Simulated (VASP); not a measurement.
# Sn (Fd-3m) in VASP: a series of runs

Sn is run at these levels: PBE; tasks: single point.

Program: VASP 6.6.1. These are calculated values, not measurements. Logs are shortened: lines on timing, memory, paths and dates and some standing lists are left out, and cuts for length are marked.

### 1 The cell of the first run

It takes space group Fd-3m (No. 227, cubic). The conventional cell has a = 6.467 Å, b = 6.467 Å, c = 6.467 Å, α = 90.00°, β = 90.00°, γ = 90.00°. Sn (site symmetry -43m) has 4 Sn at 2.80 Å within 3.7 Å.

### 2 Single point, PBE

INCAR reads:

```
SYSTEM = Sn
PREC     = Accurate       ! precision mode
ENCUT    = 520            ! plane-wave cutoff, eV
EDIFF    = 1E-6           ! SCF threshold, eV
ISMEAR   = 0              ! smearing method
SIGMA    = 0.014          ! smearing width, eV
LREAL    = .False.        ! projectors in reciprocal space
LASPH    = .True.         ! aspherical terms in the spheres
NELM     = 80             ! most SCF steps
ALGO     = Fast           ! electronic algorithm
ISIF     = 2              ! what is computed and relaxed
LWAVE    = .False.        ! write WAVECAR
LCHARG   = .False.        ! write CHGCAR
GGA      = PE             ! functional
NBANDS   = 21             ! bands
```

KPOINTS reads:

```
Automatic mesh
0
Gamma
  7 7 7
  0 0 0
```

POSCAR reads:

```
Sn
1.0
    0.0000000000      3.2333428000      3.2333428000
    3.2333428000      0.0000000000      3.2333428000
    3.2333428000      3.2333428000      0.0000000000
Sn
2
Direct
    0.7500000000      0.7500000000      0.7500000000
    0.5000000000      0.5000000000      0.5000000000
```

Potentials or basis: VASP PAW PBE potentials, release 64 (Sn_d).

On the command line:

```sh
cat potpaw_PBE.64/Sn_d/POTCAR > POTCAR
mpirun -np 1 vasp_std > vasp.out
```

OUTCAR:

```text
SYSTEM = Sn
   PREC = Accurate
   ENCUT = 520
   EDIFF = 1E-6
   ISMEAR = 0
   LREAL = .False.
   LASPH = .True.
   NELM = 80
   ISIF = 2
   GGA = PE

 ion  position               nearest neighbor table
   1  0.750  0.750  0.750-   2 2.80   2 2.80   2 2.80   2 2.80
   2  0.500  0.500  0.500-   1 2.80   1 2.80   1 2.80   1 2.80

  LATTYP: Found a face centered cubic cell.
 ALAT       =     6.4666856000

  Lattice vectors:

 A1 = (   0.0000000000,   3.2333428000,   3.2333428000)
 A2 = (   3.2333428000,   0.0000000000,   3.2333428000)
 A3 = (   3.2333428000,   3.2333428000,   0.0000000000)

Analysis of symmetry for initial positions (statically):
=====================================================================
 Subroutine PRICEL returns:
 Original cell was already a primitive cell.

 Routine SETGRP: Setting up the symmetry group for a
 face centered cubic supercell.

 Subroutine GETGRP returns: Found 48 space group operations
 (whereof 24 operations were pure point group operations)
 out of a pool of 48 trial point group operations.

The static configuration has the point symmetry T_d .
 The point group associated with its full space group is O_h .

Analysis of symmetry for dynamics (positions and initial velocities):
=====================================================================
 Subroutine PRICEL returns:
 Original cell was already a primitive cell.

 Routine SETGRP: Setting up the symmetry group for a
 face centered cubic supercell.

 Subroutine GETGRP returns: Found 48 space group operations
 (whereof 24 operations were pure point group operations)
 out of a pool of 48 trial point group operations.

The dynamic configuration has the point symmetry T_d .
 The point group associated with its full space group is O_h .

 Subroutine INISYM returns: Found 48 space group operations
 (whereof 24 operations are pure point group operations),
 and found     1 'primitive' translations

----------------------------------------------------------------------------------------

                                     Primitive cell

  volume of cell :      67.6060

  direct lattice vectors                    reciprocal lattice vectors
     0.000000000  3.233342800  3.233342800    -0.154638723  0.154638723  0.154638723
     3.233342800  0.000000000  3.233342800     0.154638723 -0.154638723  0.154638723
     3.233342800  3.233342800  0.000000000     0.154638723  0.154638723 -0.154638723

  length of vectors
[... 76 lines left out ...]
   NELM   =     80;   NELMIN=  2; NELMDL= -5     # of ELM steps
   EDIFF  = 0.1E-05   stopping-criterion for ELM
   LREAL  =      F    real-space projection
   EDIFFG = 0.1E-04   stopping-criterion for IOM
   NSW    =      0    number of steps for IOM
   IBRION =     -1    ionic relax: 0-MD 1-quasi-New 2-CG
   NFREE  =      0    steps in history (QN), initial steepest desc. (CG)
   ISIF   =      2    stress and relaxation
   ISYM   =      2    0-nonsym 1-usesym 2-fastsym
   POTIM  = 0.5000    time-step for ionic-motion
   TEBEG  =    0.0;   TEEND  =   0.0 temperature during run
   PSTRESS=    0.0 pullay stress
   NELECT =      28.0000    total number of electrons
   NUPDOWN=      -1.0000    fix difference up-down
   EMIN   =  10.00;   EMAX   =-10.00  energy-range for DOS
   EFERMI =   0.00;   METHOD = LEGACY
   ISMEAR =     0;   SIGMA  =   0.01  broadening in eV -4-tet -1-fermi 0-gaus
   EFERMI_NEDOS =   21; number of points for ismear=-14 and -15
   IALGO  =     68    algorithm
   IMIX   =      4    mixing-type and parameters
     AMIX     =   0.40;   BMIX     =  1.00
     AMIX_MAG =   1.60;   BMIX_MAG =  1.00
  volume/ion in A,a.u.               =      33.80       228.11
  Fermi-wavevector in a.u.,A,eV,Ry     =   1.220298  2.306028 20.260793  1.489126
  Thomas-Fermi vector in A             =   2.355520
   LORBIT       =      0    0 simple, 1 ext, 2 COOP (PROOUT), +10 PAW based schemes
   GGA     = PE    functional components
   LHFCALC =     F    Hartree Fock is set to
   AEXX    =    0.0000 exact exchange contribution
   IVDW    =     0    specifies the selected vdW correction
   LEPSILON=     F    determine dielectric tensor
   LRPA    =     F    only Hartree local field effects (RPA)
 non-spin polarized calculation
 RMM-DIIS sequential band-by-band and
 Gauss-broadening in eV      SIGMA  =   0.01
  energy-cutoff  :      520.00
  volume of cell :       67.61
 maximum number of plane-waves:      1841
 NGX is ok and might be reduce to    36
   NGX = 17   NGY = 17   NGZ = 17

 number of electron      28.0000008 magnetization

 Free energy of the ion-electron system (eV)
  ---------------------------------------------------
  ext. energy  EPLUGINS =         0.00000000
  ---------------------------------------------------
  free energy    TOTEN  =        -7.60973833 eV

  energy without entropy =       -7.60959159  energy(sigma->0) =       -7.60966496

 E-fermi :   5.7977     XC(G=0):  -8.9195

 val. band max:        5.4866003280   @ k =   0.1429   0.0000   0.0000
 cond. band min:       5.8043745119   @ k =   0.4286   0.0000   0.0000
 fundamental gap:      0.3177741839
 Fermi energy:         5.7976973869

 k-point     1 :       0.0000    0.0000    0.0000
  band No.  band energies     occupation
      1     -15.9469      2.00000
      2     -15.9469      2.00000
      3     -15.9469      2.00000
      4     -15.8859      2.00000
      5     -15.8859      2.00000
      6     -15.5681      2.00000
[... 469 lines left out ...]
     20      14.5172      0.00000
     21      16.3116      0.00000

------------------------ aborting loop because EDIFF is reached ----------------------------------------

  FORCE on cell =-STRESS in cart. coord.  units (eV):
  Direction    XX          YY          ZZ          XY          YZ          ZX
  --------------------------------------------------------------------------------------
  -------------------------------------------------------------------------------------
  Total        1.5891787      1.5891787      1.5891787      0.0000000      0.0000000     -0.0000000
  in kB       37.6615386     37.6615386     37.6615386      0.0000000      0.0000000     -0.0000000
  external PRESSURE =      37.6615386 kB  Pullay stress =       0.0000000 kB

 VOLUME and BASIS-vectors are now :
 -----------------------------------------------------------------------------
  energy-cutoff  :      520.00
  volume of cell :       67.61
      direct lattice vectors                 reciprocal lattice vectors
     0.000000000  3.233342800  3.233342800    -0.154638723  0.154638723  0.154638723
     3.233342800  0.000000000  3.233342800     0.154638723 -0.154638723  0.154638723
     3.233342800  3.233342800  0.000000000     0.154638723  0.154638723 -0.154638723

 POSITION                                       TOTAL-FORCE (eV/Angst)
 -----------------------------------------------------------------------------------
      4.85001      4.85001      4.85001        -0.000000     -0.000000     -0.000000
      3.23334      3.23334      3.23334         0.000000      0.000000      0.000000
 -----------------------------------------------------------------------------------
    total drift:                                0.000000      0.000000      0.000000

  FREE ENERGIE OF THE ION-ELECTRON SYSTEM (eV)
  ---------------------------------------------------
  free  energy   TOTEN  =        -7.6097383311 eV

  energy  without entropy=       -7.6095915859  energy(sigma->0) =       -7.60966496
```

OSZICAR:

```text
N       E                     dE             d eps       ncg     rms          rms(c)
DAV:   1     0.231360117759E+03    0.23136E+03   -0.14835E+04   868   0.195E+03
DAV:   2     0.180271038554E+02   -0.21333E+03   -0.20876E+03   855   0.455E+02
DAV:   3    -0.685908525174E+01   -0.24886E+02   -0.24764E+02   980   0.142E+02
DAV:   4    -0.764719448684E+01   -0.78811E+00   -0.78778E+00   935   0.286E+01
DAV:   5    -0.767401423378E+01   -0.26820E-01   -0.26819E-01  1220   0.510E+00    0.329E+00
RMM:   6    -0.762826010894E+01    0.45754E-01   -0.22849E-02  1034   0.181E+00    0.195E+00
RMM:   7    -0.760692567516E+01    0.21334E-01   -0.54590E-02  1090   0.232E+00    0.166E-01
RMM:   8    -0.760914186334E+01   -0.22162E-02   -0.82136E-03  1026   0.831E-01    0.510E-02
RMM:   9    -0.760959002980E+01   -0.44817E-03   -0.28763E-03  1174   0.561E-01    0.484E-02
RMM:  10    -0.760972666081E+01   -0.13663E-03   -0.10110E-03  1187   0.262E-01    0.160E-02
RMM:  11    -0.760973739963E+01   -0.10739E-04   -0.90017E-05  1293   0.777E-02    0.659E-03
RMM:  12    -0.760973797443E+01   -0.57480E-06   -0.13901E-05  1169   0.350E-02    0.155E-03
RMM:  13    -0.760973833114E+01   -0.35671E-06   -0.42914E-06   898   0.160E-02
   1 F= -.76097383E+01 E0= -.76096650E+01  d E =-.146745E-03
```

stdout:

```text
POSCAR found type information on POSCAR Sn
 POSCAR found :  1 types and       2 ions
 scaLAPACK will be used
 LDA part: xc-table for (Slater+PW92), standard interpolation
 POSCAR, INCAR and KPOINTS ok, starting setup
 FFT: planning ... GRIDC
 FFT: planning ... GRID_SOFT
 FFT: planning ... GRID
 WAVECAR not read
 entering main loop
```

Run time: 22 s. Hardware: 1 thread of Intel Xeon Platinum 8488C (Sapphire Rapids), shared host; peak memory 0.2 GiB.

Results:

| Quantity | Value |
| --- | --- |
| Free energy | -7.6097 eV |
| Pressure | 3.8 GPa |
| Band gap on the k mesh | zero (band 14 reaches 5.84 eV, above the bottom of band 15 at 5.80 eV) |

Caveat: spin-orbit coupling is left out, which moves the levels of the heavy elements.

### 3 Single point, PBE

INCAR reads:

```
ALGO = Normal
EDIFF = 1E-6
ENCUT = 520
GGA = PE
ISIF = 2
ISMEAR = 0
LASPH = T
LCHARG = F
LREAL = F
LWAVE = F
NBANDS = 21
NELM = 60
PREC = Accurate
SIGMA = 0.015
```

KPOINTS reads:

```
k-points
0
Gamma
  7 7 7
```

POSCAR is that of step 2.

Potentials or basis: VASP PAW PBE potentials, release 64 (Sn_d).

On the command line:

```sh
cat potpaw_PBE.64/Sn_d/POTCAR > POTCAR
mpirun -np 1 vasp_std > vasp.out
```

Run time: 18 s. Hardware: 1 thread of Intel Xeon Platinum 8488C (Sapphire Rapids), shared host; peak memory 0.2 GiB.

It converged, with:

```
Free energy            : -7.6097 eV
Pressure               : 3.8 GPa
Band gap on the k mesh : zero (band 14 reaches 5.84 eV, above the bottom of band 15 at 5.80 eV)
```

Levels at points of the mesh, in eV from the Fermi level:
```
           k point  band 12  band 13  band 14  band 15  band 16  band 17
(0.00, 0.00, 0.00)    -0.60     0.05     0.05     0.05     2.12     2.12
```

Caveat: spin-orbit coupling is left out, which moves the levels of the heavy elements.
